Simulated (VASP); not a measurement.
# AlP (zincblende type) (F-43m) in VASP: a series of runs

Runs on AlP (zincblende type). Level: r2SCAN. Tasks: single point.

All numbers are computed with VASP 6.6.1; they aren't measurements. Logs are shortened: lines on timing, memory, paths and dates and some standing lists are left out, and cuts for length are marked.

## 1. The cell of the first run

The structure is cubic, space group F-43m (No. 216). Conventional cell: a = 4.489 Å, b = 4.489 Å, c = 4.489 Å, α = 90.00°, β = 90.00°, γ = 90.00°. Within 2.6 Å of Al (site symmetry -43m) lie 4 P at 1.94 Å. Within 2.6 Å of P (site symmetry -43m) lie 4 Al at 1.94 Å.

## 2. Single point, r2SCAN (volume scaled by 0.55)

Input file POSCAR:

```
AlP
1.0
    0.0000000000      2.2443653050      2.2443653050
    2.2443653050      0.0000000000      2.2443653050
    2.2443653050      2.2443653050      0.0000000000
Al P
1 1
Direct
    0.0000000000      0.0000000000      0.0000000000
    0.2500000000      0.2500000000      0.2500000000
```

Input file INCAR.step1:

```
SYSTEM = AlP
PREC     = Accurate       ! precision mode
ENCUT    = 550            ! plane-wave cutoff, eV
ISMEAR   = -1             ! smearing method
SIGMA    = 0.08           ! smearing width, eV
LREAL    = .FALSE.        ! projectors in reciprocal space
LASPH    = .TRUE.         ! aspherical terms in the spheres
NELM     = 120            ! most SCF steps
NBANDS   = 11             ! bands
GGA      = PE             ! functional
ALGO     = Normal         ! electronic algorithm
EDIFF    = 1E-5           ! SCF threshold, eV
LWAVE    = .TRUE.         ! write WAVECAR
LCHARG   = .FALSE.        ! write CHGCAR
GGA_COMPAT= .FALSE.
```

Input file INCAR.step2:

```
SYSTEM = AlP
PREC     = Accurate       ! precision mode
ENCUT    = 550            ! plane-wave cutoff, eV
EDIFF    = 1E-6           ! SCF threshold, eV
ISMEAR   = -1             ! smearing method
SIGMA    = 0.08           ! smearing width, eV
LREAL    = .FALSE.        ! projectors in reciprocal space
LASPH    = .TRUE.         ! aspherical terms in the spheres
NELM     = 120            ! most SCF steps
ALGO     = Normal         ! electronic algorithm
ISIF     = 2              ! what is computed and relaxed
LWAVE    = .FALSE.        ! write WAVECAR
LCHARG   = .FALSE.        ! write CHGCAR
METAGGA  = R2SCAN         ! meta-GGA
LMIXTAU  = .TRUE.       
NBANDS   = 11             ! bands
ISTART   = 1            
GGA_COMPAT= .FALSE.
```

Input file KPOINTS:

```
regular mesh
0
G
  12 12 12
  0 0 0
```

Potentials or basis: VASP PAW PBE potentials, release 64 (Al, P).

Run with:

```
cat potpaw_PBE.64/Al/POTCAR potpaw_PBE.64/P/POTCAR > POTCAR
cp INCAR.step1 INCAR
mpirun -np 1 vasp_std > vasp.out
cp INCAR.step2 INCAR
mpirun -np 1 vasp_std > vasp.out
```

OUTCAR:

```text
SYSTEM = AlP
   PREC = Accurate
   ENCUT = 550
   EDIFF = 1E-6
   ISMEAR = -1
   LREAL = .FALSE.
   LASPH = .TRUE.
   NELM = 120
   ISIF = 2
   METAGGA = R2SCAN
   ISTART = 1

 ion  position               nearest neighbor table
   1  0.000  0.000  0.000-   2 1.94   2 1.94   2 1.94   2 1.94
   2  0.250  0.250  0.250-   1 1.94   1 1.94   1 1.94   1 1.94

  LATTYP: Found a face centered cubic cell.
 ALAT       =     4.4887306100

  Lattice vectors:

 A1 = (   0.0000000000,   2.2443653050,   2.2443653050)
 A2 = (   2.2443653050,   0.0000000000,   2.2443653050)
 A3 = (   2.2443653050,   2.2443653050,   0.0000000000)

Analysis of symmetry for initial positions (statically):
=====================================================================
 Subroutine PRICEL returns:
 Original cell was already a primitive cell.

 Routine SETGRP: Setting up the symmetry group for a
 face centered cubic supercell.

 Subroutine GETGRP returns: Found 24 space group operations
 (whereof 24 operations were pure point group operations)
 out of a pool of 48 trial point group operations.

The static configuration has the point symmetry T_d .

Analysis of symmetry for dynamics (positions and initial velocities):
=====================================================================
 Subroutine PRICEL returns:
 Original cell was already a primitive cell.

 Routine SETGRP: Setting up the symmetry group for a
 face centered cubic supercell.

 Subroutine GETGRP returns: Found 24 space group operations
 (whereof 24 operations were pure point group operations)
 out of a pool of 48 trial point group operations.

The dynamic configuration has the point symmetry T_d .

 Subroutine INISYM returns: Found 24 space group operations
 (whereof 24 operations are pure point group operations),
 and found     1 'primitive' translations

----------------------------------------------------------------------------------------

                                     Primitive cell

  volume of cell :      22.6105

  direct lattice vectors                    reciprocal lattice vectors
     0.000000000  2.244365305  2.244365305    -0.222780132  0.222780132  0.222780132
     2.244365305  0.000000000  2.244365305     0.222780132 -0.222780132  0.222780132
     2.244365305  2.244365305  0.000000000     0.222780132  0.222780132 -0.222780132

  length of vectors
     3.174011853  3.174011853  3.174011853     0.385866508  0.385866508  0.385866508

[... 81 lines left out ...]
   LREAL  =      F    real-space projection
   EDIFFG = 0.1E-04   stopping-criterion for IOM
   NSW    =      0    number of steps for IOM
   IBRION =     -1    ionic relax: 0-MD 1-quasi-New 2-CG
   NFREE  =      0    steps in history (QN), initial steepest desc. (CG)
   ISIF   =      2    stress and relaxation
   ISYM   =      2    0-nonsym 1-usesym 2-fastsym
   POTIM  = 0.5000    time-step for ionic-motion
   TEBEG  =    0.0;   TEEND  =   0.0 temperature during run
   PSTRESS=    0.0 pullay stress
   NELECT =       8.0000    total number of electrons
   NUPDOWN=      -1.0000    fix difference up-down
   EMIN   =  10.00;   EMAX   =-10.00  energy-range for DOS
   EFERMI =   0.00;   METHOD = LEGACY
   ISMEAR =    -1;   SIGMA  =   0.08  broadening in eV -4-tet -1-fermi 0-gaus
   EFERMI_NEDOS =   21; number of points for ismear=-14 and -15
   IALGO  =     38    algorithm
   IMIX   =      4    mixing-type and parameters
     AMIX     =   0.40;   BMIX     =  1.00
     AMIX_MAG =   1.60;   BMIX_MAG =  1.00
  volume/ion in A,a.u.               =      11.31        76.29
  Fermi-wavevector in a.u.,A,eV,Ry     =   1.157892  2.188098 18.241511  1.340713
  Thomas-Fermi vector in A             =   2.294499
   LORBIT       =      0    0 simple, 1 ext, 2 COOP (PROOUT), +10 PAW based schemes
   METAGGA = R2SCAN    functional components
   LHFCALC =     F    Hartree Fock is set to
   AEXX    =    0.0000 exact exchange contribution
   IVDW    =     0    specifies the selected vdW correction
   LEPSILON=     F    determine dielectric tensor
   LRPA    =     F    only Hartree local field effects (RPA)
 non-spin polarized calculation
  energy-cutoff  :      550.00
  volume of cell :       22.61
 maximum number of plane-waves:       684
   NGX = 13   NGY = 13   NGZ = 13

 number of electron       8.0000001 magnetization

 Free energy of the ion-electron system (eV)
  ---------------------------------------------------
  ext. energy  EPLUGINS =         0.00000000
  ---------------------------------------------------
  free energy    TOTEN  =       -11.16964558 eV

  energy without entropy =      -11.16826796  energy(sigma->0) =      -11.16895677

 E-fermi :  11.7229     XC(G=0): -12.2292

 val. band max:       11.6001005754   @ k =   0.5000   0.5000   0.0000
 cond. band min:      11.9334986796   @ k =   0.4167   0.4167   0.0000
 fundamental gap:      0.3333981042
 Fermi energy:        11.7229366165

 k-point     1 :       0.0000    0.0000    0.0000
  band No.  band energies     occupation
      1      -5.0456      2.00000
      2      11.5729      1.73407
      3      11.5729      1.73407
      4      11.5729      1.73407
      5      17.2163      0.00000
      6      17.2163      0.00000
      7      17.2163      0.00000
      8      21.2014      0.00000
      9      21.2014      0.00000
     10      21.3231      0.00000
     11      27.7710      0.00000
[... 309 lines left out ...]
 k-point    24 :      -0.4167    0.1667    0.0000
  band No.  band energies     occupation
      1      -0.9858      2.00000
      2       2.8467      2.00000
      3       8.0597      2.00000
      4       9.8497      2.00000
      5      15.1794      0.00000
      6      17.9363      0.00000
      7      19.0094      0.00000
      8      23.4468      0.00000
      9      24.0246      0.00000
     10      25.4826      0.00000
     11      29.1192      0.00000

 [... further k-points ...]
[... 5 lines left out ...]
  --------------------------------------------------------------------------------------
  -------------------------------------------------------------------------------------
  Total       23.9253923     23.9253923     23.9253923     -0.0000000      0.0000000      0.0000000
  in kB     1695.3486095   1695.3486095   1695.3486095     -0.0000000      0.0000000      0.0000000
  external PRESSURE =    1695.3486095 kB  Pullay stress =       0.0000000 kB

 VOLUME and BASIS-vectors are now :
 -----------------------------------------------------------------------------
  energy-cutoff  :      550.00
  volume of cell :       22.61
      direct lattice vectors                 reciprocal lattice vectors
     0.000000000  2.244365305  2.244365305    -0.222780132  0.222780132  0.222780132
     2.244365305  0.000000000  2.244365305     0.222780132 -0.222780132  0.222780132
     2.244365305  2.244365305  0.000000000     0.222780132  0.222780132 -0.222780132

 POSITION                                       TOTAL-FORCE (eV/Angst)
 -----------------------------------------------------------------------------------
      0.00000      0.00000      0.00000         0.000000     -0.000000     -0.000000
      1.12218      1.12218      1.12218        -0.000000      0.000000      0.000000
 -----------------------------------------------------------------------------------
    total drift:                                0.000000      0.000000      0.000000

  FREE ENERGIE OF THE ION-ELECTRON SYSTEM (eV)
  ---------------------------------------------------
  free  energy   TOTEN  =       -11.1696455840 eV

  energy  without entropy=      -11.1682679599  energy(sigma->0) =      -11.16895677
```

OUTCAR.step1:

```text
SYSTEM = AlP
   PREC = Accurate
   ENCUT = 550
   ISMEAR = -1
   LREAL = .FALSE.
   LASPH = .TRUE.
[... 556 lines left out ...]
      0.00000      0.00000      0.00000         0.000000     -0.000000      0.000000
      1.12218      1.12218      1.12218        -0.000000      0.000000     -0.000000
 -----------------------------------------------------------------------------------
    total drift:                                0.000000      0.000000      0.000000

  FREE ENERGIE OF THE ION-ELECTRON SYSTEM (eV)
  ---------------------------------------------------
  free  energy   TOTEN  =        -4.2821635044 eV

  energy  without entropy=       -4.2787924887  energy(sigma->0) =       -4.28047800
```

OSZICAR.step1:

```text
N       E                     dE             d eps       ncg     rms          rms(c)
DAV:   1     0.199448685821E+02    0.19945E+02   -0.36962E+03  1584   0.626E+02
DAV:   2    -0.431457445528E+01   -0.24259E+02   -0.23402E+02  2107   0.107E+02
DAV:   3    -0.507946557501E+01   -0.76489E+00   -0.76198E+00  1992   0.176E+01
DAV:   4    -0.508408601826E+01   -0.46204E-02   -0.46201E-02  1852   0.163E+00
DAV:   5    -0.508413839727E+01   -0.52379E-04   -0.52378E-04  2002   0.161E-01    0.803E+00
DAV:   6    -0.445297730089E+01    0.63116E+00   -0.64800E-01  1734   0.362E+00    0.561E+00
DAV:   7    -0.428313397717E+01    0.16984E+00   -0.48670E-01  1825   0.326E+00    0.262E+00
DAV:   8    -0.428247160832E+01    0.66237E-03   -0.20666E-02  1779   0.927E-01    0.287E-01
DAV:   9    -0.428216895629E+01    0.30265E-03   -0.95586E-04  1863   0.161E-01    0.898E-02
DAV:  10    -0.428216350440E+01    0.54519E-05   -0.54142E-05  1870   0.396E-02
   1 F= -.42821635E+01 E0= -.42804780E+01  d E =-.337102E-02
```

Wall time 19 s (1 thread of Intel Xeon 6975P-C (Granite Rapids), shared host); peak memory 0.15 GiB.

Results:

| Item | Value |
| --- | --- |
| Free energy | -11.1696 eV |
| Pressure | 169.5 GPa |

Levels at points of the mesh, in eV from the Fermi level:
```csv
k point,band 1,band 2,band 3,band 4,band 5,band 6,band 7,band 8,band 9
"(0.00, 0.00, 0.00)",-16.77,-0.15,-0.15,-0.15,5.49,5.49,5.49,9.48,9.48
"(0.50, 0.00, 0.00)",-13.05,-9.46,-1.25,-1.25,4.63,4.63,5.41,10.28,13.92
"(0.50, 0.50, 0.00)",-11.57,-8.40,-3.80,-3.80,-0.12,1.95,14.99,14.99,15.71
```

Caveat: the PAW data sets were made with another functional, which shifts forces and pressure a little.

## 3. Single point, r2SCAN (volume scaled by 0.64)

Input file POSCAR:

```
AlP
1.0
    0.0000000000      2.3606556518      2.3606556518
    2.3606556518      0.0000000000      2.3606556518
    2.3606556518      2.3606556518      0.0000000000
Al P
1 1
Direct
    0.0000000000      0.0000000000      0.0000000000
    0.2500000000      0.2500000000      0.2500000000
```

Input file INCAR.step1:

```
SYSTEM = AlP
PREC = Accurate ; ENCUT = 550
ISMEAR = -1 ; SIGMA = 0.08
LREAL = .FALSE. ; LASPH = .TRUE.
NELM = 120 ; NBANDS = 11
GGA = PE ; ALGO = Normal
EDIFF = 1E-5 ; LWAVE = .TRUE.
LCHARG = .FALSE. ; GGA_COMPAT = .FALSE.
```

Input file INCAR.step2:

```
SYSTEM = AlP
PREC = Accurate ; ENCUT = 550
EDIFF = 1E-6 ; ISMEAR = -1
SIGMA = 0.08 ; LREAL = .FALSE.
LASPH = .TRUE. ; NELM = 120
ALGO = Normal ; ISIF = 2
LWAVE = .FALSE. ; LCHARG = .FALSE.
METAGGA = R2SCAN ; LMIXTAU = .TRUE.
NBANDS = 11 ; ISTART = 1
GGA_COMPAT = .FALSE.
```

Input file KPOINTS:

```
Automatic mesh
0
G
  12 12 12
  0 0 0
```

Potentials or basis: VASP PAW PBE potentials, release 64 (Al, P).

Run with:

```
cat potpaw_PBE.64/Al/POTCAR potpaw_PBE.64/P/POTCAR > POTCAR
cp INCAR.step1 INCAR
mpirun -np 1 vasp_std > vasp.out
cp INCAR.step2 INCAR
mpirun -np 1 vasp_std > vasp.out
```

Run time: 48 s. Hardware: 1 thread of Intel Xeon 6975P-C (Granite Rapids), shared host; peak memory 0.16 GiB.

Results (log left out):

* Free energy: -14.1534 eV
* Pressure: 95.7 GPa
* Band gap on the k mesh: 0.67 eV, indirect (least direct gap 3.90 eV)

Levels at points of the mesh, in eV from the valence-band top:
```tsv
k point	band 2	band 3	band 4	band 5	band 6	band 7
(0.00, 0.00, 0.00)	0.00	0.00	0.00	5.51	5.51	5.51
(0.50, 0.00, 0.00)	-8.18	-1.04	-1.04	5.01	5.02	5.02
(0.50, 0.50, 0.00)	-7.36	-3.23	-3.23	0.67	2.39	14.47
```

Caveat: the PAW data sets were made with another functional, which shifts forces and pressure a little.

## 4. Single point, r2SCAN (volume scaled by 0.72)

Input file POSCAR:

```
AlP
1.0
    0.0000000000      2.4551808166      2.4551808166
    2.4551808166      0.0000000000      2.4551808166
    2.4551808166      2.4551808166      0.0000000000
Al P
1 1
Direct
    0.0000000000      0.0000000000      0.0000000000
    0.2500000000      0.2500000000      0.2500000000
```

Input file INCAR.step1:

```
PREC = Accurate ; ENCUT = 550
ISMEAR = -1 ; SIGMA = 0.08
LREAL = F ; LASPH = T
NELM = 120 ; NBANDS = 11
GGA = PE ; ALGO = Normal
EDIFF = 1E-5 ; LWAVE = T
LCHARG = F ; GGA_COMPAT = F
```

Input file INCAR.step2:

```
PREC = Accurate ; ENCUT = 550
EDIFF = 1E-6 ; ISMEAR = -1
SIGMA = 0.08 ; LREAL = F
LASPH = T ; NELM = 120
ALGO = Normal ; ISIF = 2
LWAVE = F ; LCHARG = F
METAGGA = R2SCAN ; LMIXTAU = T
NBANDS = 11 ; ISTART = 1
GGA_COMPAT = F
```

Input file KPOINTS:

```
Automatic mesh
0
Gamma
  12 12 12
```

Run with:

```
cat potpaw_PBE.64/Al/POTCAR potpaw_PBE.64/P/POTCAR > POTCAR
cp INCAR.step1 INCAR
mpirun -np 1 vasp_std > vasp.out
cp INCAR.step2 INCAR
mpirun -np 1 vasp_std > vasp.out
```

Wall time 41 s (1 thread of Intel Xeon 6975P-C (Granite Rapids), shared host); peak memory 0.17 GiB.

It converged, with:

```yaml
Free_energy: -15.6807 eV
Pressure: 56.2 GPa
Band_gap_on_the_k_mesh: 1.10 eV, indirect (least direct gap 4.02 eV)
```

Levels at points of the mesh, in eV from the valence-band top:
```
           k point  band 1  band 2  band 3  band 4  band 5  band 6  band 7  band 8
(0.00, 0.00, 0.00)  -14.20    0.00    0.00    0.00    5.39    5.39    5.39    7.06
(0.50, 0.00, 0.00)  -11.52   -7.39   -0.98   -0.98    4.57    5.14    5.14    9.84
(0.50, 0.50, 0.00)  -10.45   -6.76   -2.92   -2.92    1.10    2.58   13.97   13.97
```

Caveat: the PAW data sets were made with another functional, which shifts forces and pressure a little.

## 5. Single point, r2SCAN (volume scaled by 0.72)

POSCAR is that of step 4.

Input file INCAR.step1:

```
SYSTEM = AlP
  PREC = Accurate
  ENCUT = 550
  ISMEAR = -1
  SIGMA = 0.08
  LREAL = .False.
  LASPH = .True.
  NELM = 120
  NBANDS = 11
  GGA = PE
  ALGO = Normal
  EDIFF = 1E-5
  LWAVE = .True.
  LCHARG = .False.
  GGA_COMPAT = .False.
```

Input file INCAR.step2:

```
SYSTEM = AlP
  PREC = Accurate
  ENCUT = 550
  EDIFF = 1E-6
  ISMEAR = -1
  SIGMA = 0.08
  LREAL = .False.
  LASPH = .True.
  NELM = 120
  ALGO = Normal
  ISIF = 2
  LWAVE = .False.
  LCHARG = .False.
  METAGGA = R2SCAN
  LMIXTAU = .True.
  NBANDS = 11
  ISTART = 1
  GGA_COMPAT = .False.
```

Input file KPOINTS:

```
regular mesh
0
Gamma
  12 12 12
  0 0 0
```

Run with:

```
cat potpaw_PBE.64/Al/POTCAR potpaw_PBE.64/P/POTCAR > POTCAR
cp INCAR.step1 INCAR
mpirun -np 1 vasp_std > vasp.out
cp INCAR.step2 INCAR
mpirun -np 1 vasp_std > vasp.out
```

It took 40 s on 1 thread of Intel Xeon 6975P-C (Granite Rapids), shared host; peak memory 0.16 GiB.

The run converged. Its results:

```yaml
Free_energy: -15.6807 eV
Pressure: 56.2 GPa
Band_gap_on_the_k_mesh: 1.10 eV, indirect (least direct gap 4.02 eV)
```

Levels at points of the mesh, in eV from the valence-band top:
```
           k point  band 2  band 3  band 4  band 5  band 6  band 7
(0.00, 0.00, 0.00)    0.00    0.00    0.00    5.39    5.39    5.39
(0.50, 0.00, 0.00)   -7.39   -0.98   -0.98    4.57    5.14    5.14
(0.50, 0.50, 0.00)   -6.76   -2.92   -2.92    1.10    2.58   13.97
```

Caveat: the PAW data sets were made with another functional, which shifts forces and pressure a little. A k mesh can miss the band edges.

## 6. Single point, r2SCAN (volume scaled by 0.8)

Input file POSCAR:

```
AlP
1.0
    0.0000000000      2.5429392137      2.5429392137
    2.5429392137      0.0000000000      2.5429392137
    2.5429392137      2.5429392137      0.0000000000
Al P
1 1
Direct
    0.0000000000      0.0000000000      0.0000000000
    0.2500000000      0.2500000000      0.2500000000
```

Input file INCAR.step1:

```
SYSTEM = AlP
ALGO = Normal
EDIFF = 1E-5
ENCUT = 550
GGA = PE
GGA_COMPAT = .FALSE.
ISMEAR = -1
LASPH = .TRUE.
LCHARG = .FALSE.
LREAL = .FALSE.
LWAVE = .TRUE.
NBANDS = 11
NELM = 120
PREC = Accurate
SIGMA = 0.08
```

Input file INCAR.step2:

```
SYSTEM = AlP
ALGO = Normal
EDIFF = 1E-6
ENCUT = 550
GGA_COMPAT = .FALSE.
ISIF = 2
ISMEAR = -1
ISTART = 1
LASPH = .TRUE.
LCHARG = .FALSE.
LMIXTAU = .TRUE.
LREAL = .FALSE.
LWAVE = .FALSE.
METAGGA = R2SCAN
NBANDS = 11
NELM = 120
PREC = Accurate
SIGMA = 0.08
```

Input file KPOINTS:

```
k-points
0
G
  12 12 12
  0 0 0
```

Potentials or basis: VASP PAW PBE potentials, release 64 (Al, P).

Run with:

```
cat potpaw_PBE.64/Al/POTCAR potpaw_PBE.64/P/POTCAR > POTCAR
cp INCAR.step1 INCAR
mpirun -np 1 vasp_std > vasp.out
cp INCAR.step2 INCAR
mpirun -np 1 vasp_std > vasp.out
```

It took 55 s on 1 thread of Intel Xeon 6975P-C (Granite Rapids), shared host; peak memory 0.17 GiB.

It converged, with:

- Free energy: -16.5574 eV
- Pressure: 31.0 GPa
- Band gap on the k mesh: 1.42 eV, indirect (least direct gap 4.08 eV)

Levels at points of the mesh, in eV from the valence-band top:
| k point | band 1 | band 2 | band 3 | band 4 | band 5 | band 6 | band 7 | band 8 | band 9 |
| --- | --- | --- | --- | --- | --- | --- | --- | --- | --- |
| (0.00, 0.00, 0.00) | -13.39 | 0.00 | 0.00 | 0.00 | 5.27 | 5.27 | 5.27 | 6.03 | 9.51 |
| (0.50, 0.00, 0.00) | -11.05 | -6.76 | -0.92 | -0.92 | 4.17 | 5.21 | 5.21 | 9.57 | 12.87 |
| (0.50, 0.50, 0.00) | -10.12 | -6.27 | -2.66 | -2.66 | 1.42 | 2.71 | 13.51 | 13.51 | 14.20 |

Caveat: the PAW data sets were made with another functional, which shifts forces and pressure a little.

## 7. Overview

| cell | gap on the mesh (eV) | pressure (GPa) |
| --- | --- | --- |
| a = 3.174 Å, angles 60.0°, 2 atoms | - | 169.5 |
| a = 3.338 Å, angles 60.0°, 2 atoms | 0.67 | 95.7 |
| a = 3.472 Å, angles 60.0°, 2 atoms | 1.10 | 56.2 |
| a = 3.596 Å, angles 60.0°, 2 atoms | 1.42 | 31.0 |

Alike in all rows: task single point; level r2SCAN; potentials or basis VASP PAW PBE potentials, release 64 (Al, P); no spin polarisation; k mesh 12 × 12 × 12; cutoff (eV) 550; smearing fermi-dirac 0.08 eV.

Caveats: the PAW data sets were made with another functional, which shifts forces and pressure a little.

Absolute energies hang on the potentials; compare differences alone.
